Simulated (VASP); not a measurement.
Mg2O:

```
CELL_PARAMETERS angstrom
5.29014 0.00000 0.00000
0.00000 5.29014 0.00000
0.00000 0.00000 3.40738
ATOMIC_POSITIONS crystal
Mg 0.30600 0.30600 0.00000
Mg 0.19400 0.80600 0.50000
Mg 0.69400 0.69400 0.00000
Mg 0.80600 0.19400 0.50000
O 0.00000 0.00000 0.00000
O 0.50000 0.50000 0.50000
```

```yaml
Program: VASP 6.6.1
Task: relaxation of cell and atoms
Functional: PBE
Potentials_or_basis: VASP PAW PBE potentials, release 64 (Mg, O)
Cutoff: 600 eV
k_mesh: 4 × 4 × 6
Occupations: gaussian, width 0.1 eV
Spin: no spin polarisation
```

At the start: pressure -5.9 GPa; volume 15.89 Å³/atom.

Q: Where does the relaxation end?

A: Over 8 steps the energy falls by 75.1 meV/atom and the volume is 14.23 Å³/atom (-10.4 %); space group P4_2/mnm (No. 136, to 0.1 Å) before and after.

The path:
```
step  energy change (eV)  largest force (eV/Å)  pressure (GPa)  volume (Å³)
   1              0.0000                0.4945           -5.93        95.36
   2             -0.3670                0.3781           -0.97        87.39
   3             -0.4017                0.3500            1.36        84.72
   4             -0.4021                0.3474            1.66        84.41
   5             -0.4360                0.1712            0.25        85.57
   6             -0.4387                0.1130           -0.21        85.99
   7             -0.4441                0.0880           -0.16        85.85
   8             -0.4503                0.0094            0.08        85.40
```

Final structure:
```
CELL_PARAMETERS angstrom
5.22153 0.00000 0.00000
0.00000 5.22153 0.00000
0.00000 0.00000 3.13218
ATOMIC_POSITIONS crystal
Mg 0.29316 0.29316 0.00000
Mg 0.20684 0.79316 0.50000
Mg 0.70684 0.70684 0.00000
Mg 0.79316 0.20684 0.50000
O 0.00000 0.00000 0.00000
O 0.50000 0.50000 0.50000
```
